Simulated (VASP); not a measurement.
# MoS2 (R3m) in VASP: further runs

The runs below take MoS2 through single point, with PBE+D2, PBE+TS, r2SCAN+U.

All numbers are computed with VASP 6.6.1; they aren't measurements. Logs are shortened: lines on timing, memory, paths and dates and some standing lists are left out, and cuts for length are marked.

**1. The cell of the first run**

Symmetry: R3m, No. 160, trigonal system. The conventional cell has a = 3.160 Å, b = 3.160 Å, c = 18.450 Å, α = 90.00°, β = 90.00°, γ = 120.00°. Within 3.2 Å of Mo (site symmetry 3m) lie 6 S at 2.39 Å and 6 Mo at 3.16 Å. Within 3.2 Å of S (site symmetry 3m) lie 3 Mo at 2.39 Å and 7 S at 3.08 to 3.16 Å. S (site symmetry 3m) has 3 Mo at 2.39 Å and 7 S at 3.08 to 3.16 Å within 3.2 Å.

**2. Single point, PBE+D2**

The input, INCAR:

```
SYSTEM = MoS2
  PREC = Accurate
  ENCUT = 520
  EDIFF = 1E-7
  ISMEAR = 0
  SIGMA = 0.02
  LREAL = .FALSE.
  LASPH = .TRUE.
  ALGO = Normal
  NELM = 100
  ISIF = 2
  LWAVE = .FALSE.
  LCHARG = .FALSE.
  IVDW = 1
```

The input, KPOINTS:

```
k-points
0
Gamma
  7 7 7
```

The input, POSCAR:

```
MoS2
1.0
    1.5800000000      0.9122134253      6.1500000000
   -1.5800000000      0.9122134253      6.1500000000
    0.0000000000     -1.8244268506      6.1500000000
Mo S
1 2
Direct
    0.0000000000      0.0000000000      0.0000000000
    0.4170000000      0.4170000000      0.4170000000
    0.2500000000      0.2500000000      0.2500000000
```

Potentials or basis: VASP PAW PBE potentials, release 64 (Mo_sv, S).

Command:

```console
> cat potpaw_PBE.64/Mo_sv/POTCAR potpaw_PBE.64/S/POTCAR > POTCAR
> mpirun -np 1 vasp_std > vasp.out
```

OUTCAR:

```text
SYSTEM = MoS2
   PREC = Accurate
   ENCUT = 520
   EDIFF = 1E-7
   ISMEAR = 0
   LREAL = .FALSE.
   LASPH = .TRUE.
   NELM = 100
   ISIF = 2
   IVDW = 1
  IVDW =   1

 Found     44 irreducible k-points:

 Following reciprocal coordinates:
            Coordinates               Weight
  0.000000  0.000000  0.000000      1.000000
  0.142857 -0.000000 -0.000000      6.000000
  0.285714 -0.000000  0.000000      6.000000
  0.428571 -0.000000  0.000000      6.000000
  0.142857  0.142857 -0.000000      6.000000
  0.285714  0.142857 -0.000000     12.000000
   k-points           NKPTS =     44   k-points in BZ     NKDIM =     44   number of bands    NBANDS=     17
   number of dos      NEDOS =    301   number of ions     NIONS =      3
   total plane-waves  NPLWV = 110592
   dimension x,y,z NGX =    48 NGY =   48 NGZ =   48
   dimension x,y,z NGXF=    96 NGYF=   96 NGZF=   96
   ions per type =               1   2
   NGX,Y,Z   is equivalent  to a cutoff of  12.44, 12.44, 12.44 a.u.
   NGXF,Y,Z  is equivalent  to a cutoff of  24.88, 24.88, 24.88 a.u.
 SYSTEM =  MoS2
   PREC   = accura    normal or accurate (medium, high low for compatibility)
   ISTART =      0    job   : 0-new  1-cont  2-samecut
   ICHARG =      2    charge: 1-file 2-atom 10-const
   ISPIN  =      1    spin polarized calculation?
   LNONCOLLINEAR =      F non collinear calculations
   LSORBIT =      F    spin-orbit coupling
   LASPH  =      T    aspherical Exc in radial PAW
   ENCUT  =  520.0 eV  38.22 Ry    6.18 a.u.  11.93 11.93 11.93*2*pi/ulx,y,z
   NELM   =    100;   NELMIN=  2; NELMDL= -5     # of ELM steps
   EDIFF  = 0.1E-06   stopping-criterion for ELM
   LREAL  =      F    real-space projection
   EDIFFG = 0.1E-05   stopping-criterion for IOM
   NSW    =      0    number of steps for IOM
   IBRION =     -1    ionic relax: 0-MD 1-quasi-New 2-CG
   NFREE  =      0    steps in history (QN), initial steepest desc. (CG)
   ISIF   =      2    stress and relaxation
   ISYM   =      2    0-nonsym 1-usesym 2-fastsym
   POTIM  = 0.5000    time-step for ionic-motion
   TEBEG  =    0.0;   TEEND  =   0.0 temperature during run

   SCALEE = 1.0000    scale energy and forces
   PSTRESS=    0.0 pullay stress
   NELECT =      26.0000    total number of electrons
   NUPDOWN=      -1.0000    fix difference up-down
   EMIN   =  10.00;   EMAX   =-10.00  energy-range for DOS
   EFERMI =   0.00;   METHOD = LEGACY
   ISMEAR =     0;   SIGMA  =   0.02  broadening in eV -4-tet -1-fermi 0-gaus
   EFERMI_NEDOS =   21; number of points for ismear=-14 and -15
   IALGO  =     38    algorithm
   IMIX   =      4    mixing-type and parameters
     AMIX     =   0.40;   BMIX     =  1.00
     AMIX_MAG =   1.60;   BMIX_MAG =  1.00
  volume/ion in A,a.u.               =      17.73       119.63
  Fermi-wavevector in a.u.,A,eV,Ry     =   1.289652  2.437089 22.629252  1.663203
  Thomas-Fermi vector in A             =   2.421532
   LORBIT       =      0    0 simple, 1 ext, 2 COOP (PROOUT), +10 PAW based schemes
   GGA     = PE    functional components
   LHFCALC =     F    Hartree Fock is set to
   AEXX    =    0.0000 exact exchange contribution
   IVDW    =     1    specifies the selected vdW correction
   LEPSILON=     F    determine dielectric tensor
   LRPA    =     F    only Hartree local field effects (RPA)

   CSHIFT  =0.1000    complex shift for real part using Kramers Kronig

   OMEGAMAX=  -1.0    maximum frequency
 non-spin polarized calculation
 Gauss-broadening in eV      SIGMA  =   0.02
  energy-cutoff  :      520.00
  volume of cell :       53.18
 maximum number of plane-waves:      1442
   NGX = 23   NGY = 23   NGZ = 23

 number of electron      25.9999998 magnetization

 Free energy of the ion-electron system (eV)
  ---------------------------------------------------
  ext. energy  EPLUGINS =         0.00000000
  ---------------------------------------------------
  free energy    TOTEN  =       -21.79016338 eV

  energy without entropy =      -21.79016338  energy(sigma->0) =      -21.79016338

 E-fermi :   7.8034     XC(G=0): -10.8260

 val. band max:        7.6336500647   @ k =   0.4286   0.4286   0.4286
 cond. band min:       8.7125435726   @ k =  -0.1429   0.1429   0.0000
 fundamental gap:      1.0788935079
 Fermi energy:         7.8034007969

 k-point     1 :       0.0000    0.0000    0.0000
  band No.  band energies     occupation
      1     -53.9104      2.00000
      2     -28.0753      2.00000
      3     -27.8491      2.00000
      4     -27.8491      2.00000
      5      -7.4610      2.00000
      6      -5.7411      2.00000
      7       0.6361      2.00000
      8       4.1851      2.00000
      9       4.1851      2.00000
     10       5.3189      2.00000
     11       5.3189      2.00000
     12       6.3834      2.00000
     13       6.4889      2.00000
     14       9.6834      0.00000
     15       9.6834      0.00000
     16      10.1030      0.00000
     17      10.1030      0.00000

 k-point     2 :       0.1429   -0.0000   -0.0000
  band No.  band energies     occupation
      1     -53.9026      2.00000
      2     -28.0598      2.00000
      3     -27.9275      2.00000
      4     -27.8669      2.00000
      5      -7.1495      2.00000
      6      -5.6475      2.00000
      7       0.9830      2.00000
      8       3.5911      2.00000
      9       4.4288      2.00000
     10       4.5063      2.00000
     11       4.8748      2.00000
     12       6.3547      2.00000
     13       6.6028      2.00000
     14       9.2980      0.00000
     15       9.6847      0.00000
     16       9.7915      0.00000
     17      10.1643      0.00000

 k-point     3 :       0.2857   -0.0000    0.0000
  band No.  band energies     occupation
      1     -53.8849      2.00000
      2     -28.1001      2.00000
      3     -28.0247      2.00000
      4     -27.9066      2.00000
      5      -6.3593      2.00000
      6      -5.4119      2.00000
      7       1.4269      2.00000
      8       2.7803      2.00000
      9       3.1876      2.00000
     10       4.1251      2.00000
     11       5.2724      2.00000
     12       5.7900      2.00000
     13       5.9747      2.00000
     14       8.9485      0.00000
     15       9.3407      0.00000
     16      10.4904      0.00000
     17      10.8393      0.00000

 k-point     4 :       0.4286   -0.0000    0.0000
  band No.  band energies     occupation
      1     -53.8707      2.00000
      2     -28.2353      2.00000
      3     -27.9964      2.00000
      4     -27.9381      2.00000
      5      -5.5747      2.00000
      6      -5.1943      2.00000
      7       1.0114      2.00000
      8       2.1790      2.00000
      9       2.6574      2.00000
     10       3.6576      2.00000
     11       5.3386      2.00000
     12       5.8978      2.00000
     13       6.0349      2.00000
     14       9.2301      0.00000
     15       9.5201      0.00000
     16      11.0845      0.00000
     17      11.1308      0.00000

 k-point     5 :       0.1429    0.1429   -0.0000
  band No.  band energies     occupation
      1     -53.9026      2.00000
      2     -28.0598      2.00000
      3     -27.9275      2.00000
      4     -27.8669      2.00000
      5      -7.1369      2.00000
      6      -5.6699      2.00000
      7       1.0302      2.00000
      8       3.5999      2.00000
      9       4.3912      2.00000
     10       4.4964      2.00000
     11       4.8926      2.00000
     12       6.1607      2.00000
     13       6.7489      2.00000
     14       9.3277      0.00000
     15       9.7074      0.00000
     16       9.7134      0.00000
     17      10.2157      0.00000

 k-point     6 :       0.2857    0.1429   -0.0000
  band No.  band energies     occupation
      1     -53.8898      2.00000
      2     -28.0418      2.00000
      3     -28.0345      2.00000
      4     -27.9068      2.00000
      5      -6.5728      2.00000
      6      -5.5134      2.00000
      7       1.5104      2.00000
      8       2.9869      2.00000
      9       3.6066      2.00000
     10       3.9868      2.00000
     11       4.8830      2.00000
     12       6.0595      2.00000
     13       6.2923      2.00000
     14       8.8327      0.00000
     15       9.4019      0.00000
     16       9.8256      0.00000
     17      11.0413      0.00000

 [... further k-points ...]

------------------------ aborting loop because EDIFF is reached ----------------------------------------

  DFT-D2 method for vdW energy calculation

  Number of pair interactions contributing to vdW energy:   59044

  Edisp (eV):   -0.78877

  FORCE on cell =-STRESS in cart. coord.  units (eV):
  Direction    XX          YY          ZZ          XY          YZ          ZX
  --------------------------------------------------------------------------------------
  -------------------------------------------------------------------------------------
  Total       1.42696     1.42696     1.48954     0.00000     0.00000     0.00000
  in kB      42.98764    42.98764    44.87284     0.00000     0.00000     0.00000
  external pressure =       43.62 kB  Pullay stress =        0.00 kB

 VOLUME and BASIS-vectors are now :
 -----------------------------------------------------------------------------
  energy-cutoff  :      520.00
  volume of cell :       53.18
      direct lattice vectors                 reciprocal lattice vectors
     1.580000000  0.912213425  6.150000000     0.316455696  0.182705781  0.054200542
    -1.580000000  0.912213425  6.150000000    -0.316455696  0.182705781  0.054200542
     0.000000000 -1.824426851  6.150000000     0.000000000 -0.365411563  0.054200542

 POSITION                                       TOTAL-FORCE (eV/Angst)
 -----------------------------------------------------------------------------------
      0.00000      0.00000      0.00000         0.000000     -0.000000      0.086950
      0.00000      0.00000      7.69365         0.000000      0.000000      0.425650
      0.00000      0.00000      4.61250         0.000000     -0.000000     -0.512600
 -----------------------------------------------------------------------------------
    total drift:                                0.000000     -0.000000      0.000058

  FREE ENERGIE OF THE ION-ELECTRON SYSTEM (eV)
  ---------------------------------------------------
  free  energy   TOTEN  =       -22.5789324020 eV

  energy  without entropy=      -22.5789324020  energy(sigma->0) =      -22.57893240
```

Run time: 2.1 min. Hardware: 1 thread of Intel Xeon Platinum 8488C (Sapphire Rapids), shared host; peak memory 0.32 GiB.

What came out:

* Free energy: -22.5789 eV
* Pressure: 4.4 GPa
* Largest force: 0.513 eV/Å
* Band gap on the k mesh: 1.08 eV (least direct gap 2.14 eV)
* Dispersion energy per atom: -0.263 eV

Forces in eV/Å, atoms in the order of the input:
```
Mo   0.000  0.000  0.087
S    0.000  0.000  0.426
S    0.000  0.000 -0.513
```

Caveat: the cell stands under pressure. A hybrid or GW would open this gap; PBE tends to underestimate it.

**3. Single point, PBE+TS**

INCAR: that of step 2 with these lines changed.

```diff
@@ -13,2 +13,2 @@
   LCHARG = .FALSE.
-  IVDW = 1
+  IVDW = 2
```

KPOINTS is that of step 2.

POSCAR is that of step 2.

Potentials or basis: VASP PAW PBE potentials, release 64 (Mo_sv, S).

Command:

```console
> cat potpaw_PBE.64/Mo_sv/POTCAR potpaw_PBE.64/S/POTCAR > POTCAR
> mpirun -np 1 vasp_std > vasp.out
```

Wall time 1.8 min (1 thread of Intel Xeon Platinum 8488C (Sapphire Rapids), shared host); peak memory 0.32 GiB.

It converged, with:

```yaml
Free_energy: -22.7636 eV
Pressure: 1.9 GPa
Largest_force: 0.497 eV/Å
Band_gap_on_the_k_mesh: 1.08 eV (least direct gap 2.14 eV)
Hirshfeld_charges: Mo +0.23; S -0.11, -0.12 e
Dispersion_energy_per_atom: -0.324 eV
```

Forces in eV/Å, atoms in the order of the input:
```
Mo   0.000  0.000  0.085
S    0.000  0.000  0.412
S    0.000  0.000 -0.497
```

Stress tensor (GPa, compression positive):
```
1.39 0.00 0.00
0.00 1.39 0.00
0.00 0.00 3.02
```

Levels at points of the mesh, in eV from the valence-band top:
| k point | band 11 | band 12 | band 13 | band 14 | band 15 | band 16 |
| --- | --- | --- | --- | --- | --- | --- |
| (0.00, 0.00, 0.00) | -2.31 | -1.25 | -1.14 | 2.05 | 2.05 | 2.47 |

A k mesh can miss the band edges. A hybrid or GW would open this gap; PBE tends to underestimate it.

**4. Single point, PBE+TS**

INCAR: that of step 3 with these lines changed.

```diff
@@ -14 +14,2 @@
   IVDW = 2
+  LVDWSCS = .TRUE.
```

KPOINTS is that of step 3.

POSCAR is that of step 3.

Command:

```console
> cat potpaw_PBE.64/Mo_sv/POTCAR potpaw_PBE.64/S/POTCAR > POTCAR
> mpirun -np 1 vasp_std > vasp.out
```

Wall time 98 s (1 thread of Intel Xeon Platinum 8488C (Sapphire Rapids), shared host); peak memory 0.33 GiB.

The run converged. Its results:

| Item | Value |
| --- | --- |
| Free energy | -22.7099 eV |
| Pressure | 2.4 GPa |
| Largest force | 0.570 eV/Å |
| Band gap on the k mesh | 1.08 eV (least direct gap 2.14 eV) |
| Hirshfeld charges | Mo +0.23; S -0.11, -0.12 e |
| Dispersion energy per atom | -0.307 eV |

Forces in eV/Å, atoms in the order of the input:
```
Mo   0.000  0.000  0.087
S    0.000  0.000  0.483
S    0.000  0.000 -0.570
```

Stress tensor (GPa, compression positive):
```
1.79 0.00 0.00
0.00 1.79 0.00
0.00 0.00 3.67
```

Levels at points of the mesh, in eV from the valence-band top:
| k point | band 10 | band 11 | band 12 | band 13 | band 14 | band 15 | band 16 | band 17 |
| --- | --- | --- | --- | --- | --- | --- | --- | --- |
| (0.00, 0.00, 0.00) | -2.31 | -2.31 | -1.25 | -1.14 | 2.05 | 2.05 | 2.47 | 2.47 |

A k mesh can miss the band edges. PBE gaps usually lie below the measured ones, often by a third to a half.

(Continued in part 2 of 2.)
